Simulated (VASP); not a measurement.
Crystal: Si2C.

```
Si C
1.0
     4.00203    0.00000    0.00000
    -2.00101    3.46586    0.00000
     0.00000    0.00000    2.73942
Si C
2 1
Direct
  0.33333 0.66667 0.50000
  0.66667 0.33333 0.50000
  0.00000 0.00000 0.00000
```

```yaml
Program: VASP 6.6.1
Task: relaxation of cell and atoms
Functional: PBE
Potentials_or_basis: VASP PAW PBE potentials, release 64 (Si, C)
Cutoff: 600 eV
k_mesh: 12 × 12 × 16
Occupations: gaussian, width 0.1 eV
Spin: no spin polarisation
```

At the start: pressure 0.8 GPa; volume 12.67 Å³/atom.

Where does the relaxation end?

Over 8 steps the energy falls by 15.1 meV/atom and the volume is 12.59 Å³/atom (-0.6 %); space group P6/mmm (No. 191, to 0.05 Å).

Step by step:
| step | energy change (eV) | largest force (eV/Å) | pressure (GPa) | volume (Å³) |
| --- | --- | --- | --- | --- |
| 1 | 0.0000 | 0.0000 | 0.81 | 38.00 |
| 2 | -0.0186 | 0.0000 | -0.76 | 38.34 |
| 3 | -0.0275 | 0.0000 | -1.88 | 38.65 |
| 4 | -0.0260 | 0.0000 | -4.07 | 39.23 |
| 5 | -0.0302 | 0.0000 | -2.80 | 38.87 |
| 6 | -0.0435 | 0.0000 | -1.06 | 38.15 |
| 7 | -0.0450 | 0.0000 | -0.37 | 37.89 |
| 8 | -0.0452 | 0.0000 | -0.02 | 37.77 |

Final structure:
```xyz
3
Lattice="4.1260 0.0000 0.0000 -2.0630 3.5733 0.0000 0.0000 0.0000 2.5619" Properties=species:S:1:pos:R:3 pbc="T T T"
Si    0.0000    2.3822    1.2810
Si    2.0630    1.1911    1.2810
C     4.1260    0.0000    0.0000
```
